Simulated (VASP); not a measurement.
# Mo2Ru3 (P-6m2) in VASP: single point with PBE

Aim: the single point of Mo2Ru3 with PBE.

All numbers are computed with VASP 6.6.1; they aren't measurements. Logs are shortened: lines on timing, memory, paths and dates and some standing lists are left out, and cuts for length are marked.

## Step 1: The cell of the first run

Symmetry: P-6m2, No. 187, hexagonal system. The conventional cell has a = 2.755 Å, b = 2.755 Å, c = 22.175 Å, α = 90.00°, β = 90.00°, γ = 120.00°. Within 3.6 Å of Mo (site symmetry 3m) lie 6 Ru at 2.70 to 2.78 Å and 6 Mo at 2.76 Å. Mo (site symmetry 3m) has 6 Ru at 2.73 to 2.75 Å and 6 Mo at 2.76 Å within 3.6 Å. Within 3.5 Å of Ru (site symmetry -6m2) lie 12 Ru at 2.69 to 2.76 Å. Ru (site symmetry 3m) has 9 Ru at 2.69 to 2.76 Å and 3 Mo at 2.70 Å within 3.5 Å. Ru (site symmetry 3m) has 6 Mo at 2.73 to 2.78 Å and 6 Ru at 2.76 Å within 3.6 Å. Within 3.6 Å of Ru (site symmetry -6m2) lie 6 Mo at 2.75 Å and 6 Ru at 2.76 Å.

## Step 2: Single point, PBE, collinear spin, ferromagnetic start

File INCAR:

```
SYSTEM = Mo2Ru3
PREC = Accurate
ENCUT = 520
EDIFF = 1E-7
ISMEAR = 0
SIGMA = 0.1
LREAL = .FALSE.
LASPH = .TRUE.
NELM = 150
ALGO = Normal
ISIF = 2
LWAVE = .FALSE.
LCHARG = .TRUE.
ISPIN = 2
MAGMOM = 1 1 1 1 1 1 1 1 1 1
LORBIT = 11
LMAXMIX = 4
GGA = PE
LELF = .TRUE.
LVHAR = .TRUE.
NBANDS = 85
```

File KPOINTS:

```
Automatic mesh
0
G
  6 6 1
  0 0 0
```

File POSCAR:

```
Mo2Ru3
1.0
    2.7551127521      0.0000000000      0.0000000000
   -1.3775563760      2.3859976336      0.0000000000
    0.0000000000      0.0000000000     22.1749544715
Mo Ru
4 6
Direct
    0.3333333333      0.6666666667      0.1962923855
    0.3333333333      0.6666666667      0.3987903200
    0.3333333333      0.6666666667      0.6012096800
    0.3333333333      0.6666666667      0.8037076145
    0.3333333333      0.6666666667      0.0000000000
    0.6666666667      0.3333333333      0.0978813990
    0.6666666667      0.3333333333      0.2989714890
    0.6666666667      0.3333333333      0.5000000000
    0.6666666667      0.3333333333      0.7010285110
    0.6666666667      0.3333333333      0.9021186010
```

Potentials or basis: VASP PAW PBE potentials, release 64 (Mo_sv, Ru_pv).

Command:

```
$ cat potpaw_PBE.64/Mo_sv/POTCAR potpaw_PBE.64/Ru_pv/POTCAR > POTCAR
$ mpirun -np 1 vasp_std > vasp.out
```

OUTCAR:

```text
SYSTEM = Mo2Ru3
   PREC = Accurate
   ENCUT = 520
   EDIFF = 1E-7
   ISMEAR = 0
   LREAL = .FALSE.
   LASPH = .TRUE.
   NELM = 150
   ISIF = 2
   ISPIN = 2
   LORBIT = 11
   GGA = PE

 ion  position               nearest neighbor table
   1  0.333  0.667  0.196-   6 2.70   6 2.70   6 2.70   7 2.78   7 2.78   7 2.78
   2  0.333  0.667  0.399-   7 2.73   7 2.73   7 2.73   8 2.75   8 2.75   8 2.75
   3  0.333  0.667  0.601-   9 2.73   9 2.73   9 2.73   8 2.75   8 2.75   8 2.75
   4  0.333  0.667  0.804-  10 2.70  10 2.70  10 2.70   9 2.78   9 2.78   9 2.78
   5  0.333  0.667  0.000-   6 2.69  10 2.69   6 2.69  10 2.69   6 2.69  10 2.69
   6  0.667  0.333  0.098-   5 2.69   5 2.69   5 2.69   1 2.70   1 2.70   1 2.70
   7  0.667  0.333  0.299-   2 2.73   2 2.73   2 2.73   1 2.78   1 2.78   1 2.78
   8  0.667  0.333  0.500-   2 2.75   3 2.75   2 2.75   3 2.75   2 2.75   3 2.75
   9  0.667  0.333  0.701-   3 2.73   3 2.73   3 2.73   4 2.78   4 2.78   4 2.78
  10  0.667  0.333  0.902-   5 2.69   5 2.69   5 2.69   4 2.70   4 2.70   4 2.70

  LATTYP: Found a hexagonal cell.
 ALAT       =     2.7551127521
 C/A-ratio  =     8.0486558870

  Lattice vectors:

 A1 = (   2.7551127521,   0.0000000000,   0.0000000000)
 A2 = (  -1.3775563760,   2.3859976336,   0.0000000000)
 A3 = (   0.0000000000,   0.0000000000,  22.1749544715)

Analysis of symmetry for initial positions (statically):
=====================================================================
 Subroutine PRICEL returns:
 Original cell was already a primitive cell.

 Routine SETGRP: Setting up the symmetry group for a
 hexagonal supercell.

 Subroutine GETGRP returns: Found 12 space group operations
 (whereof 12 operations were pure point group operations)
 out of a pool of 24 trial point group operations.

The static configuration has the point symmetry D_3h.

Analysis of symmetry for dynamics (positions and initial velocities):
=====================================================================
 Subroutine PRICEL returns:
 Original cell was already a primitive cell.

 Routine SETGRP: Setting up the symmetry group for a
 hexagonal supercell.

 Subroutine GETGRP returns: Found 12 space group operations
 (whereof 12 operations were pure point group operations)
 out of a pool of 24 trial point group operations.

The dynamic configuration has the point symmetry D_3h.

Analysis of structural, dynamic, and magnetic symmetry:
=====================================================================
 Subroutine PRICEL returns:
 Original cell was already a primitive cell.

 Routine SETGRP: Setting up the symmetry group for a
 hexagonal supercell.

 Subroutine GETGRP returns: Found 12 space group operations
 (whereof 12 operations were pure point group operations)
 out of a pool of 24 trial point group operations.

The overall configuration has the point symmetry D_3h.

 Subroutine INISYM returns: Found 12 space group operations
 (whereof 12 operations are pure point group operations),
 and found     1 'primitive' translations

----------------------------------------------------------------------------------------

                                     Primitive cell

  volume of cell :     145.7713

  direct lattice vectors                    reciprocal lattice vectors
     2.755112752  0.000000000  0.000000000     0.362961552  0.209555950  0.000000000
    -1.377556376  2.385997634  0.000000000     0.000000000  0.419111899  0.000000000
     0.000000000  0.000000000 22.174954472     0.000000000  0.000000000  0.045095921

  length of vectors
     2.755112752  2.755112752 22.174954472     0.419111899  0.419111899  0.045095921

  position of ions in fractional coordinates (direct lattice)
     0.333333333  0.666666667  0.196292386
     0.333333333  0.666666667  0.398790320
     0.333333333  0.666666667  0.601209680
     0.333333333  0.666666667  0.803707614
     0.333333333  0.666666667  0.000000000
     0.666666667  0.333333333  0.097881399
     0.666666667  0.333333333  0.298971489
     0.666666667  0.333333333  0.500000000
     0.666666667  0.333333333  0.701028511
     0.666666667  0.333333333  0.902118601

  ion indices of the primitive-cell ions
   primitive index   ion index
[... 56 lines left out ...]
   ISTART =      0    job   : 0-new  1-cont  2-samecut
   ICHARG =      2    charge: 1-file 2-atom 10-const
   ISPIN  =      2    spin polarized calculation?
   LNONCOLLINEAR =      F non collinear calculations
   LSORBIT =      F    spin-orbit coupling
   LASPH  =      T    aspherical Exc in radial PAW
   ENCUT  =  520.0 eV  38.22 Ry    6.18 a.u.   5.12  5.12 41.23*2*pi/ulx,y,z
   NELM   =    150;   NELMIN=  2; NELMDL= -5     # of ELM steps
   EDIFF  = 0.1E-06   stopping-criterion for ELM
   LREAL  =      F    real-space projection
   EDIFFG = 0.1E-05   stopping-criterion for IOM
   NSW    =      0    number of steps for IOM
   IBRION =     -1    ionic relax: 0-MD 1-quasi-New 2-CG
   NFREE  =      0    steps in history (QN), initial steepest desc. (CG)
   ISIF   =      2    stress and relaxation
   ISYM   =      2    0-nonsym 1-usesym 2-fastsym
   POTIM  = 0.5000    time-step for ionic-motion
   TEBEG  =    0.0;   TEEND  =   0.0 temperature during run
   PSTRESS=    0.0 pullay stress
   NELECT =     140.0000    total number of electrons
   NUPDOWN=      -1.0000    fix difference up-down
   EMIN   =  10.00;   EMAX   =-10.00  energy-range for DOS
   EFERMI =   0.00;   METHOD = LEGACY
   ISMEAR =     0;   SIGMA  =   0.10  broadening in eV -4-tet -1-fermi 0-gaus
   EFERMI_NEDOS =   21; number of points for ismear=-14 and -15
   IALGO  =     38    algorithm
   IMIX   =      4    mixing-type and parameters
     AMIX     =   0.40;   BMIX     =  1.00
     AMIX_MAG =   1.60;   BMIX_MAG =  1.00
  volume/ion in A,a.u.               =      14.58        98.37
  Fermi-wavevector in a.u.,A,eV,Ry     =   1.615202  3.052289 35.495927  2.608877
  Thomas-Fermi vector in A             =   2.709988
   LORBIT       =     11    0 simple, 1 ext, 2 COOP (PROOUT), +10 PAW based schemes
   GGA     = PE    functional components
   LHFCALC =     F    Hartree Fock is set to
   AEXX    =    0.0000 exact exchange contribution
   IVDW    =     0    specifies the selected vdW correction
   LEPSILON=     F    determine dielectric tensor
   LRPA    =     F    only Hartree local field effects (RPA)
 spin polarized calculation
 Gauss-broadening in eV      SIGMA  =   0.10
  energy-cutoff  :      520.00
  volume of cell :      145.77
 maximum number of plane-waves:      3939
   NGX = 11   NGY = 11   NGZ = 83

 number of electron     139.9999995 magnetization      -0.0042853

 number of electron     139.9999995 magnetization       0.0000920

 Free energy of the ion-electron system (eV)
  ---------------------------------------------------
  ext. energy  EPLUGINS =         0.00000000
  ---------------------------------------------------
  free energy    TOTEN  =       -98.40049938 eV

  energy without entropy =      -98.33398994  energy(sigma->0) =      -98.36724466

 E-fermi :  12.2660     XC(G=0): -13.7181

 val. band max:       12.2619534042   @ k =   0.3333   0.0000   0.0000
 cond. band min:      12.2819339128   @ k =   0.3333   0.1667   0.0000
 fundamental gap:      0.0199805086
 Fermi energy:        12.2659656948

 spin component 1

 k-point     1 :       0.0000    0.0000    0.0000
  band No.  band energies     occupation
      1     -48.6330      1.00000
      2     -48.6321      1.00000
      3     -48.5190      1.00000
      4     -48.5190      1.00000
      5     -30.8652      1.00000
      6     -30.4688      1.00000
[... 584 lines left out ...]
     81      14.7190      0.00000
     82      14.9266      0.00000
 Fermi energy:        12.2659656948

 spin component 2

 k-point     1 :       0.0000    0.0000    0.0000
  band No.  band energies     occupation
      1     -48.6330      1.00000
      2     -48.6321      1.00000
      3     -48.5190      1.00000
      4     -48.5190      1.00000
      5     -30.8652      1.00000
      6     -30.4688      1.00000
[... 584 lines left out ...]
     81      14.7190      0.00000
     82      14.9266      0.00000
 [bands above 82 left out]

------------------------ aborting loop because EDIFF is reached ----------------------------------------

  FORCE on cell =-STRESS in cart. coord.  units (eV):
  Direction    XX          YY          ZZ          XY          YZ          ZX
  --------------------------------------------------------------------------------------
  -------------------------------------------------------------------------------------
  Total        0.2023823      0.2023823      0.1798568      0.0000000      0.0000000      0.0000000
  in kB        2.2243898      2.2243898      1.9768114      0.0000000      0.0000000      0.0000000
  external PRESSURE =       2.1418637 kB  Pullay stress =       0.0000000 kB

 VOLUME and BASIS-vectors are now :
 -----------------------------------------------------------------------------
  energy-cutoff  :      520.00
  volume of cell :      145.77
      direct lattice vectors                 reciprocal lattice vectors
     2.755112752  0.000000000  0.000000000     0.362961552  0.209555950  0.000000000
    -1.377556376  2.385997634  0.000000000     0.000000000  0.419111899  0.000000000
     0.000000000  0.000000000 22.174954472     0.000000000  0.000000000  0.045095921

 POSITION                                       TOTAL-FORCE (eV/Angst)
 -----------------------------------------------------------------------------------
     -0.00000      1.59067      4.35277         0.000000      0.000000      0.002455
     -0.00000      1.59067      8.84316         0.000000      0.000000      0.000754
     -0.00000      1.59067     13.33180        -0.000000     -0.000000     -0.000754
     -0.00000      1.59067     17.82218        -0.000000      0.000000     -0.002455
     -0.00000      1.59067      0.00000        -0.000000      0.000000      0.000000
      1.37756      0.79533      2.17052         0.000000     -0.000000     -0.011768
      1.37756      0.79533      6.62968        -0.000000      0.000000      0.004933
      1.37756      0.79533     11.08748        -0.000000      0.000000      0.000000
      1.37756      0.79533     15.54528        -0.000000      0.000000     -0.004933
      1.37756      0.79533     20.00444         0.000000     -0.000000      0.011768
 -----------------------------------------------------------------------------------
    total drift:                                0.000001     -0.000000      0.000000

  FREE ENERGIE OF THE ION-ELECTRON SYSTEM (eV)
  ---------------------------------------------------
  free  energy   TOTEN  =       -98.4004993819 eV

  energy  without entropy=      -98.3339899417  energy(sigma->0) =      -98.36724466

 total charge

# of ion       s       p       d       tot
------------------------------------------
    1        2.386   6.195   3.960  12.541
    2        2.384   6.191   3.962  12.537
    3        2.384   6.191   3.962  12.537
    4        2.386   6.195   3.960  12.541
    5        0.391   6.279   5.909  12.579
    6        0.400   6.289   5.949  12.638
    7        0.402   6.280   5.970  12.652
    8        0.400   6.283   5.967  12.650
    9        0.402   6.280   5.970  12.652
   10        0.400   6.289   5.949  12.638
--------------------------------------------------
tot         11.935  62.469  51.559 125.963

 magnetization (x)

# of ion       s       p       d       tot
------------------------------------------
    1       -0.000  -0.000  -0.000  -0.000
    2       -0.000  -0.000  -0.000  -0.000
    3       -0.000  -0.000  -0.000  -0.000
    4       -0.000  -0.000  -0.000  -0.000
    5        0.000  -0.000   0.000   0.000
    6        0.000  -0.000   0.000   0.000
    7        0.000  -0.000   0.000   0.000
    8        0.000   0.000   0.000   0.000
    9        0.000  -0.000   0.000   0.000
   10        0.000  -0.000   0.000   0.000
--------------------------------------------------
tot          0.000  -0.000   0.000   0.000
```

Run time: 7 min. Hardware: 1 thread of AMD EPYC 7R43 (Zen 3), shared host; peak memory 0.31 GiB.

What came out:

| Quantity | Value |
| --- | --- |
| Free energy | -98.4005 eV |
| Pressure | 0.2 GPa |
| Largest force | 0.012 eV/Å |
| Band gap on the k mesh | zero (filled and empty bands overlap) |
| Net moment | 0.00 μB per cell |
| Valence electrons inside the program's atomic spheres | Mo 12.54; Ru 12.58, 12.64, 12.65 (each value once) |

Forces in eV/Å, atoms in the order of the input:
```
Mo   0.000  0.000  0.002
Mo   0.000  0.000  0.001
Mo   0.000  0.000 -0.001
Mo   0.000  0.000 -0.002
Ru   0.000  0.000  0.000
Ru   0.000  0.000 -0.012
Ru   0.000  0.000  0.005
Ru   0.000  0.000  0.000
Ru   0.000  0.000 -0.005
Ru   0.000  0.000  0.012
```

Caveat: the k points lie up to 0.44 Å⁻¹ apart, too coarse for converged energies and pressures of a metal.
